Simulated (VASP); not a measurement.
# Co (Fm-3m) in VASP: notebook, part 2 of 2

VASP 6.6.1.

## Step 5: Single point, PBE, collinear spin, ferromagnetic start (11.38 Å³/atom)

This run uses another cell than the first one, of 11.38 Å³/atom.

Input file INCAR:

```
ALGO     = Normal         # electronic algorithm
EDIFF    = 1E-6           # SCF threshold, eV
ENCUT    = 520            # plane-wave cutoff, eV
GGA      = PE             # functional
ISIF     = 2              # what is computed and relaxed
ISMEAR   = -1             # smearing method
ISPIN    = 2              # spin polarisation
LASPH    = True           # aspherical terms in the spheres
LCHARG   = False          # write CHGCAR
LMAXMIX  = 4              # l up to which the mixer works
LORBIT   = 11             # projections on sites
LREAL    = False          # projectors in reciprocal space
LWAVE    = False          # write WAVECAR
MAGMOM   = 2              # initial moments
NBANDS   = 14             # bands
NELM     = 150            # most SCF steps
PREC     = Accurate       # precision mode
SIGMA    = 0.05           # smearing width, eV
```

Input file KPOINTS:

```
k-points
0
Gamma
  18 18 18
```

Input file POSCAR:

```
Co
1.0
    0.0000000000      1.7854600139      1.7854600139
    1.7854600139      0.0000000000      1.7854600139
    1.7854600139      1.7854600139      0.0000000000
Co
1
Direct
    0.0000000000      0.0000000000      0.0000000000
```

Potentials or basis: VASP PAW PBE potentials, release 64 (Co).

Command:

```bash
$ cat potpaw_PBE.64/Co/POTCAR > POTCAR
$ mpirun -np 1 vasp_std > vasp.out
```

OUTCAR:

```text
EDIFF = 1E-6
   ENCUT = 520
   GGA = PE
   ISIF = 2
   ISMEAR = -1
   ISPIN = 2
   LASPH = True
   LORBIT = 11
   LREAL = False
   NELM = 150
   PREC = Accurate

 ion  position               nearest neighbor table
   1  0.000  0.000  0.000-

  LATTYP: Found a face centered cubic cell.
 ALAT       =     3.5709200278

  Lattice vectors:

 A1 = (   0.0000000000,   1.7854600139,   1.7854600139)
 A2 = (   1.7854600139,   0.0000000000,   1.7854600139)
 A3 = (   1.7854600139,   1.7854600139,   0.0000000000)

Analysis of symmetry for initial positions (statically):
=====================================================================
 Subroutine PRICEL returns:
 Original cell was already a primitive cell.

 Routine SETGRP: Setting up the symmetry group for a
 face centered cubic supercell.

 Subroutine GETGRP returns: Found 48 space group operations
 (whereof 48 operations were pure point group operations)
 out of a pool of 48 trial point group operations.

The static configuration has the point symmetry O_h .

Analysis of symmetry for dynamics (positions and initial velocities):
[... 596 lines left out ...]
      4       8.6296      1.00000
      5      10.0031      0.00265
      6      10.0031      0.00265
      7      31.9828      0.00000
      8      36.4623      0.00000
      9      36.4623      0.00000
     10      36.4623      0.00000
     11      39.5928      0.00000
     12      39.5928      0.00000
     13      39.5928      0.00000
     14      41.6318      0.00000
[... 379 lines left out ...]
      3       8.8742      1.00000
      4       8.9405      1.00000
      5       9.8684      0.03784
      6      10.2276      0.00003
      7      24.7272      0.00000
      8      31.0672      0.00000
      9      34.2979      0.00000
     10      36.6880      0.00000
     11      38.8152      0.00000
     12      38.8355      0.00000
     13      43.0927      0.00000
     14      44.6345      0.00000

 [... further k-points ...]
[... 5 lines left out ...]
  --------------------------------------------------------------------------------------
  -------------------------------------------------------------------------------------
  Total       -0.6171503     -0.6171503     -0.6171503      0.0000000      0.0000000      0.0000000
  in kB      -86.8602614    -86.8602614    -86.8602614      0.0000000      0.0000000      0.0000000
  external PRESSURE =     -86.8602614 kB  Pullay stress =       0.0000000 kB

 VOLUME and BASIS-vectors are now :
 -----------------------------------------------------------------------------
  energy-cutoff  :      520.00
  volume of cell :       11.38
      direct lattice vectors                 reciprocal lattice vectors
     0.000000000  1.785460014  1.785460014    -0.280039875  0.280039875  0.280039875
     1.785460014  0.000000000  1.785460014     0.280039875 -0.280039875  0.280039875
     1.785460014  1.785460014  0.000000000     0.280039875  0.280039875 -0.280039875

 POSITION                                       TOTAL-FORCE (eV/Angst)
 -----------------------------------------------------------------------------------
      0.00000      0.00000      0.00000         0.000000      0.000000      0.000000
 -----------------------------------------------------------------------------------
    total drift:                                0.000000      0.000000      0.000000

  FREE ENERGIE OF THE ION-ELECTRON SYSTEM (eV)
  ---------------------------------------------------
  free  energy   TOTEN  =        -7.0094989054 eV

  energy  without entropy=       -6.9988469112  energy(sigma->0) =       -7.00417291

 total charge

# of ion       s       p       d       tot
------------------------------------------
    1        0.471   0.483   7.228   8.182

 magnetization (x)

# of ion       s       p       d       tot
------------------------------------------
    1       -0.012  -0.048   1.749   1.688
```

OSZICAR:

```text
N       E                     dE             d eps       ncg     rms          rms(c)
DAV:   1     0.277312409291E+02    0.27731E+02   -0.37820E+03 11344   0.755E+02
DAV:   2    -0.682408125796E+01   -0.34555E+02   -0.32103E+02 12054   0.145E+02
DAV:   3    -0.804076635312E+01   -0.12167E+01   -0.12064E+01 13728   0.285E+01
DAV:   4    -0.804973916226E+01   -0.89728E-02   -0.89701E-02 13356   0.228E+00
DAV:   5    -0.804989328805E+01   -0.15413E-03   -0.15412E-03 14528   0.273E-01    0.100E+01
DAV:   6    -0.725028649490E+01    0.79961E+00   -0.13606E+01 15136   0.405E+01    0.500E+00
DAV:   7    -0.702538978250E+01    0.22490E+00   -0.17441E+00 13536   0.132E+01    0.249E+00
DAV:   8    -0.701648923593E+01    0.89005E-02   -0.13732E-02 14258   0.784E-01    0.122E+00
DAV:   9    -0.700969489828E+01    0.67943E-02   -0.82622E-03 16270   0.629E-01    0.299E-01
DAV:  10    -0.700947968024E+01    0.21522E-03   -0.69512E-04 16330   0.171E-01    0.577E-02
DAV:  11    -0.700949729217E+01   -0.17612E-04   -0.13158E-04 15794   0.109E-01    0.504E-02
DAV:  12    -0.700949856383E+01   -0.12717E-05   -0.25493E-06 12572   0.187E-02    0.287E-02
DAV:  13    -0.700949890541E+01   -0.34158E-06   -0.22933E-06 11014   0.106E-02
   1 F= -.70094989E+01 E0= -.70041729E+01  d E =-.106520E-01  mag=     1.6619
```

Run time: 2 min. Hardware: 1 thread of Intel Xeon 8259CL, shared host; peak memory 0.17 GiB.

Results:

```yaml
Free_energy: -7.0095 eV
Pressure: -8.7 GPa
Net_moment: 1.66 μB per cell
Site_moments: Co +1.69 μB
Valence_electrons_inside_the_program's_atomic_spheres: Co 8.18
```

Caveat: the cell stands under tension.

## Step 6: Single point, PBE, collinear spin, ferromagnetic start

This run uses another cell than the first one, of 10.84 Å³/atom.

Input file INCAR:

```
ALGO = Normal
EDIFF = 1E-7
ENCUT = 520
GGA = PE
ISIF = 2
ISMEAR = -1
ISPIN = 2
LASPH = True
LCHARG = False
LMAXMIX = 4
LORBIT = 11
LREAL = False
LWAVE = False
MAGMOM = 2
NBANDS = 14
NELM = 150
PREC = Accurate
SIGMA = 0.05
```

Input file KPOINTS:

```
k-points
0
Gamma
  22 22 22
```

Input file POSCAR:

```
Co
1.0
    0.0000000000      1.7566572351      1.7566572351
    1.7566572351      0.0000000000      1.7566572351
    1.7566572351      1.7566572351      0.0000000000
Co
1
Direct
    0.0000000000      0.0000000000      0.0000000000
```

Potentials or basis: VASP PAW PBE potentials, release 64 (Co).

Command:

```bash
$ cat potpaw_PBE.64/Co/POTCAR > POTCAR
$ mpirun -np 1 vasp_std > vasp.out
```

Run time: 2.8 min. Hardware: 1 thread of Intel Xeon 8259CL, shared host; peak memory 0.19 GiB.

The run converged. Its results:

- Free energy: -7.0243 eV
- Pressure: 0.8 GPa
- Net moment: 1.65 μB per cell
- Site moments: Co +1.66 μB
- Valence electrons inside the program's atomic spheres: Co 8.27

Levels at points of the mesh, in eV from the Fermi level:
Spin up:
| k point | band 1 | band 2 | band 3 | band 4 | band 5 | band 6 | band 7 | band 8 | band 9 | band 10 |
| --- | --- | --- | --- | --- | --- | --- | --- | --- | --- | --- |
| (0.00, 0.00, 0.00) | -9.03 | -2.73 | -2.73 | -2.73 | -1.69 | -1.69 | 23.04 | 27.39 | 27.39 | 27.39 |
| (0.50, 0.00, 0.00) | -5.23 | -2.86 | -2.86 | -0.79 | -0.79 | -0.30 | 6.12 | 21.60 | 24.90 | 24.90 |
| (0.50, 0.50, 0.00) | -5.31 | -4.67 | -0.90 | -0.53 | -0.53 | 2.51 | 9.57 | 14.89 | 14.89 | 19.94 |
Spin down:
| k point | band 1 | band 2 | band 3 | band 4 | band 5 | band 6 | band 7 | band 8 | band 9 |
| --- | --- | --- | --- | --- | --- | --- | --- | --- | --- |
| (0.00, 0.00, 0.00) | -9.01 | -1.15 | -1.15 | -1.15 | 0.31 | 0.31 | 22.72 | 27.55 | 27.55 |
| (0.50, 0.00, 0.00) | -4.31 | -1.16 | -1.16 | -0.34 | 1.13 | 1.13 | 7.14 | 21.30 | 25.22 |
| (0.50, 0.50, 0.00) | -4.12 | -3.40 | 1.18 | 1.30 | 1.30 | 2.52 | 10.49 | 15.06 | 15.06 |

## Step 7: The runs side by side

| cell | k mesh | gap on the mesh (eV) | pressure (GPa) | moment (μB) |
| --- | --- | --- | --- | --- |
| a = 2.442 Å, angles 60.0°, 1 atom | 18 × 18 × 18 | none | 13.0 | 1.61 |
| a = 2.463 Å, angles 60.0°, 1 atom | 18 × 18 × 18 | none | 6.3 | 1.62 |
| a = 2.505 Å, angles 60.0°, 1 atom | 18 × 18 × 18 | none | -4.7 | 1.64 |
| a = 2.525 Å, angles 60.0°, 1 atom | 18 × 18 × 18 | none | -8.7 | 1.66 |
| a = 2.484 Å, angles 60.0°, 1 atom | 22 × 22 × 22 | none | 0.8 | 1.65 |

Alike in all rows: task single point; level PBE; potentials or basis VASP PAW PBE potentials, release 64 (Co); spin collinear, ferromagnetic start; cutoff (eV) 520; smearing fermi-dirac 0.05 eV.

Caveats: the cell stands under pressure (at least some runs); the cell stands under tension (at least some runs).

Total energies depend on the potentials used, so only differences within one code and one set of settings carry meaning.
